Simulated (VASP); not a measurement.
# Hf (I4/mmm) in VASP: notebook, part 2 of 2

VASP 6.6.1. Earlier steps stand in the parts before.

### Step 4. Single point, r2SCAN (strain +0.0050 x Voigt [1, 0, 0, 0, 0, 0])

POSCAR

```
Hf
1.0
    0.0000000000      2.2200000000      2.2200000000
    2.2311000000      0.0000000000      2.2200000000
    2.2311000000      2.2200000000      0.0000000000
Hf
1
Direct
    0.0000000000      0.0000000000      0.0000000000
```

INCAR.step1

```
SYSTEM = Hf
ALGO = Normal ; EDIFF = 1E-4
ENCUT = 520 ; GGA = PE
ISMEAR = 0 ; LASPH = .TRUE.
LCHARG = .FALSE. ; LREAL = .FALSE.
LWAVE = .TRUE. ; NBANDS = 11
NELM = 80 ; PREC = Accurate
SIGMA = 0.15
```

INCAR.step2

```
SYSTEM = Hf
ALGO = Normal ; EDIFF = 1E-7
ENCUT = 520 ; ISIF = 2
ISMEAR = 0 ; ISTART = 1
LASPH = .TRUE. ; LCHARG = .TRUE.
LELF = .TRUE. ; LMIXTAU = .TRUE.
LREAL = .FALSE. ; LVHAR = .TRUE.
LWAVE = .FALSE. ; METAGGA = R2SCAN
NBANDS = 11 ; NELM = 80
PREC = Accurate ; SIGMA = 0.15
```

KPOINTS

```
k-points
0
G
  18 18 18
  0 0 0
```

Potentials or basis: VASP PAW PBE potentials, release 64 (Hf_pv).

On the command line:

```
$ cat potpaw_PBE.64/Hf_pv/POTCAR > POTCAR
$ cp INCAR.step1 INCAR
$ mpirun -np 1 vasp_std > vasp.out
$ cp INCAR.step2 INCAR
$ mpirun -np 1 vasp_std > vasp.out
```

OUTCAR:

```text
SYSTEM = Hf
   EDIFF = 1E-7
   ENCUT = 520
   ISIF = 2
   ISMEAR = 0
   ISTART = 1
   LASPH = .TRUE.
   LREAL = .FALSE.
   METAGGA = R2SCAN
   NELM = 80
   PREC = Accurate

 ion  position               nearest neighbor table
   1  0.000  0.000  0.000-

  LATTYP: Found a body centered tetragonal cell.
 ALAT       =     3.1395541085
 C/A-ratio  =     1.4212846302

  Lattice vectors:

 A1 = (   2.2311000000,   0.0000000000,   2.2200000000)
[... 514 lines left out ...]
      9       9.7629      0.00000
     10      16.7769      0.00000
     11      17.1320      0.00000

 [... further k-points ...]

------------------------ aborting loop because EDIFF is reached ----------------------------------------

  FORCE on cell =-STRESS in cart. coord.  units (eV):
  Direction    XX          YY          ZZ          XY          YZ          ZX
  --------------------------------------------------------------------------------------
  -------------------------------------------------------------------------------------
  Total        0.2027294      0.2439775      0.2439775      0.0000000      0.0000000      0.0000000
  in kB       14.7697198     17.7748295     17.7748295      0.0000000      0.0000000      0.0000000
  external PRESSURE =      16.7731263 kB  Pullay stress =       0.0000000 kB

 VOLUME and BASIS-vectors are now :
 -----------------------------------------------------------------------------
  energy-cutoff  :      520.00
  volume of cell :       21.99
      direct lattice vectors                 reciprocal lattice vectors
     0.000000000  2.220000000  2.220000000    -0.224104702  0.225225225  0.225225225
     2.231100000  0.000000000  2.220000000     0.224104702 -0.225225225  0.225225225
     2.231100000  2.220000000  0.000000000     0.224104702  0.225225225 -0.225225225

 POSITION                                       TOTAL-FORCE (eV/Angst)
 -----------------------------------------------------------------------------------
      0.00000      0.00000      0.00000         0.000000      0.000000      0.000000
 -----------------------------------------------------------------------------------
    total drift:                                0.000000      0.000000      0.000000

  FREE ENERGIE OF THE ION-ELECTRON SYSTEM (eV)
  ---------------------------------------------------
  free  energy   TOTEN  =       -45.0712389315 eV

  energy  without entropy=      -45.0561070616  energy(sigma->0) =      -45.06367300
```

OUTCAR.step1:

```text
SYSTEM = Hf
   EDIFF = 1E-4
   ENCUT = 520
   GGA = PE
   ISMEAR = 0
   LASPH = .TRUE.
[... 556 lines left out ...]
 -----------------------------------------------------------------------------------
      0.00000      0.00000      0.00000         0.000000     -0.000000      0.000000
 -----------------------------------------------------------------------------------
    total drift:                               -0.000000      0.000000     -0.000000

  FREE ENERGIE OF THE ION-ELECTRON SYSTEM (eV)
  ---------------------------------------------------
  free  energy   TOTEN  =        -9.8582323106 eV

  energy  without entropy=       -9.8419975622  energy(sigma->0) =       -9.85011494
```

OSZICAR.step1:

```text
N       E                     dE             d eps       ncg     rms          rms(c)
DAV:   1     0.132286620867E+02    0.13229E+02   -0.57015E+03 10624   0.842E+02
DAV:   2    -0.972852413693E+01   -0.22957E+02   -0.22232E+02 13328   0.156E+02
DAV:   3    -0.101840500203E+02   -0.45553E+00   -0.45031E+00 13288   0.151E+01
DAV:   4    -0.101857520445E+02   -0.17020E-02   -0.17017E-02 12223   0.112E+00
DAV:   5    -0.101857613341E+02   -0.92896E-05   -0.92899E-05 13461   0.722E-02    0.463E+01
DAV:   6    -0.994312955131E+01    0.24263E+00   -0.20341E-01 11874   0.340E+00    0.275E+01
DAV:   7    -0.986219665484E+01    0.80933E-01   -0.31493E-01 12366   0.410E+00    0.129E+00
DAV:   8    -0.985818817410E+01    0.40085E-02   -0.23765E-02 11763   0.108E+00    0.684E-02
DAV:   9    -0.985823231065E+01   -0.44137E-04   -0.39027E-04 12659   0.157E-01
   1 F= -.98582323E+01 E0= -.98501149E+01  d E =-.162347E-01
```

Run time: 2.5 min. Hardware: 1 thread of Intel Xeon 6975P-C (Granite Rapids), shared host; peak memory 0.23 GiB.

Results:

```
Free energy            : -45.0712 eV
Pressure               : 1.7 GPa
Band gap on the k mesh : zero (bands 5 and 6 overlap by 2.28 eV)
```

Caveat: the cell differs from its parent crystal (strain +0.0050 x Voigt [1, 0, 0, 0, 0, 0]); the PAW data sets were made with another functional, which shifts forces and pressure a little; spin-orbit coupling is left out, which moves the levels of the heavy elements.

### Step 5. Single point, r2SCAN (strain +0.0100 x Voigt [1, 0, 0, 0, 0, 0])

POSCAR

```
Hf
1.0
    0.0000000000      2.2200000000      2.2200000000
    2.2422000000      0.0000000000      2.2200000000
    2.2422000000      2.2200000000      0.0000000000
Hf
1
Direct
    0.0000000000      0.0000000000      0.0000000000
```

INCAR.step1

```
SYSTEM = Hf
PREC = Accurate
ENCUT = 520
ISMEAR = 0
SIGMA = 0.15
LREAL = .FALSE.
LASPH = .TRUE.
NELM = 60
NBANDS = 11
GGA = PE
ALGO = Normal
EDIFF = 1E-4
LWAVE = .TRUE.
LCHARG = .FALSE.
```

INCAR.step2

```
SYSTEM = Hf
PREC = Accurate
ENCUT = 520
EDIFF = 1E-6
ISMEAR = 0
SIGMA = 0.15
LREAL = .FALSE.
LASPH = .TRUE.
NELM = 60
ALGO = Normal
ISIF = 2
LWAVE = .FALSE.
LCHARG = .FALSE.
METAGGA = R2SCAN
LMIXTAU = .TRUE.
NBANDS = 11
ISTART = 1
```

KPOINTS

```
regular mesh
0
G
  18 18 18
  0 0 0
```

On the command line:

```
$ cat potpaw_PBE.64/Hf_pv/POTCAR > POTCAR
$ cp INCAR.step1 INCAR
$ mpirun -np 1 vasp_std > vasp.out
$ cp INCAR.step2 INCAR
$ mpirun -np 1 vasp_std > vasp.out
```

Run time: 1.9 min. Hardware: 1 thread of Intel Xeon 6975P-C (Granite Rapids), shared host; peak memory 0.23 GiB.

It converged, with:

```yaml
Free_energy: -45.0720 eV
Pressure: 1.1 GPa
Band_gap_on_the_k_mesh: zero (bands 5 and 6 overlap by 2.24 eV)
```

Stress tensor (GPa, compression positive):
```
0.74 0.00 0.00
0.00 1.34 0.00
0.00 0.00 1.34
```

Levels at points of the mesh, in eV from the Fermi level:
| k point | band 1 | band 2 | band 3 | band 4 | band 5 | band 6 | band 7 | band 8 | band 9 | band 10 |
| --- | --- | --- | --- | --- | --- | --- | --- | --- | --- | --- |
| (0.00, 0.00, 0.00) | -31.07 | -31.07 | -31.07 | -7.60 | 1.53 | 1.65 | 1.65 | 4.56 | 4.73 | 11.88 |
| (0.50, 0.00, 0.00) | -31.94 | -31.19 | -31.18 | -3.77 | 0.41 | 1.34 | 1.48 | 6.73 | 6.81 | 10.16 |
| (0.50, 0.50, 0.00) | -31.89 | -31.39 | -31.37 | -3.37 | -2.22 | 2.56 | 6.84 | 7.30 | 7.43 | 10.37 |
| (0.00, 0.50, 0.50) | -31.89 | -31.37 | -31.37 | -3.39 | -2.19 | 2.39 | 6.86 | 7.36 | 7.36 | 10.57 |

Caveat: the cell differs from its parent crystal (strain +0.0100 x Voigt [1, 0, 0, 0, 0, 0]); the PAW data sets were made with another functional, which shifts forces and pressure a little; spin-orbit coupling is left out, which moves the levels of the heavy elements.

### Step 6. Single point, r2SCAN (strain +0.0150 x Voigt [1, 0, 0, 0, 0, 0])

POSCAR

```
Hf
1.0
    0.0000000000      2.2200000000      2.2200000000
    2.2533000000      0.0000000000      2.2200000000
    2.2533000000      2.2200000000      0.0000000000
Hf
1
Direct
    0.0000000000      0.0000000000      0.0000000000
```

INCAR.step1

```
ALGO     = Normal         # electronic algorithm
EDIFF    = 1E-4           # SCF threshold, eV
ENCUT    = 520            # plane-wave cutoff, eV
GGA      = PE             # functional
ISMEAR   = 0              # smearing method
LASPH    = True           # aspherical terms in the spheres
LCHARG   = False          # write CHGCAR
LREAL    = False          # projectors in reciprocal space
LWAVE    = True           # write WAVECAR
NBANDS   = 11             # bands
NELM     = 60             # most SCF steps
PREC     = Accurate       # precision mode
SIGMA    = 0.15           # smearing width, eV
```

INCAR.step2

```
ALGO     = Normal         # electronic algorithm
EDIFF    = 1E-6           # SCF threshold, eV
ENCUT    = 520            # plane-wave cutoff, eV
ISIF     = 2              # what is computed and relaxed
ISMEAR   = 0              # smearing method
ISTART   = 1            
LASPH    = True           # aspherical terms in the spheres
LCHARG   = False          # write CHGCAR
LMIXTAU  = True         
LREAL    = False          # projectors in reciprocal space
LWAVE    = False          # write WAVECAR
METAGGA  = R2SCAN         # meta-GGA
NBANDS   = 11             # bands
NELM     = 60             # most SCF steps
PREC     = Accurate       # precision mode
SIGMA    = 0.15           # smearing width, eV
```

KPOINTS

```
k-points
0
Gamma
  18 18 18
```

Potentials or basis: VASP PAW PBE potentials, release 64 (Hf_pv).

On the command line:

```
$ cat potpaw_PBE.64/Hf_pv/POTCAR > POTCAR
$ cp INCAR.step1 INCAR
$ mpirun -np 1 vasp_std > vasp.out
$ cp INCAR.step2 INCAR
$ mpirun -np 1 vasp_std > vasp.out
```

It took 1.9 min on 1 thread of Intel Xeon 6975P-C (Granite Rapids), shared host; peak memory 0.23 GiB.

The run converged. Its results:

```
Free energy            : -45.0723 eV
Pressure               : 0.6 GPa
Band gap on the k mesh : zero (bands 5 and 6 overlap by 2.19 eV)
```

Stress tensor (GPa, compression positive):
```
0.01 0.00 0.00
0.00 0.91 0.00
0.00 0.00 0.91
```

Levels at points of the mesh, in eV from the Fermi level:
| k point | band 1 | band 2 | band 3 | band 4 | band 5 | band 6 | band 7 | band 8 | band 9 | band 10 |
| --- | --- | --- | --- | --- | --- | --- | --- | --- | --- | --- |
| (0.00, 0.00, 0.00) | -31.09 | -31.09 | -31.09 | -7.58 | 1.49 | 1.67 | 1.67 | 4.50 | 4.75 | 11.87 |
| (0.50, 0.00, 0.00) | -31.95 | -31.21 | -31.19 | -3.75 | 0.40 | 1.31 | 1.51 | 6.68 | 6.79 | 10.10 |
| (0.50, 0.50, 0.00) | -31.90 | -31.41 | -31.39 | -3.34 | -2.21 | 2.57 | 6.80 | 7.23 | 7.42 | 10.27 |
| (0.00, 0.50, 0.50) | -31.89 | -31.38 | -31.38 | -3.37 | -2.16 | 2.31 | 6.83 | 7.32 | 7.32 | 10.57 |

Caveat: the cell differs from its parent crystal (strain +0.0150 x Voigt [1, 0, 0, 0, 0, 0]); the PAW data sets were made with another functional, which shifts forces and pressure a little; spin-orbit coupling is left out, which moves the levels of the heavy elements.

### Step 7. Summary

| cell | gap on the mesh (eV) | pressure (GPa) |
| --- | --- | --- |
| a = 3.140, b = 3.124, c = 3.124 Å, angles 60.3, 59.8, 59.8°, 1 atom | none | 3.4 |
| a = 3.140, b = 3.132, c = 3.132 Å, angles 60.2, 59.9, 59.9°, 1 atom | none | 2.8 |
| a = 3.140, b = 3.147, c = 3.147 Å, angles 59.8, 60.1, 60.1°, 1 atom | none | 1.7 |
| a = 3.140, b = 3.155, c = 3.155 Å, angles 59.7, 60.2, 60.2°, 1 atom | none | 1.1 |
| a = 3.140, b = 3.163, c = 3.163 Å, angles 59.5, 60.2, 60.2°, 1 atom | none | 0.6 |

Alike in all rows: task single point; level r2SCAN; potentials or basis VASP PAW PBE potentials, release 64 (Hf_pv); no spin polarisation; k mesh 18 × 18 × 18; cutoff (eV) 520; smearing gaussian 0.15 eV.

Caveats: the PAW data sets were made with another functional, which shifts forces and pressure a little; spin-orbit coupling is left out, which moves the levels of the heavy elements; the cell stands under pressure (at least some runs).

Absolute energies hang on the potentials; compare differences alone.
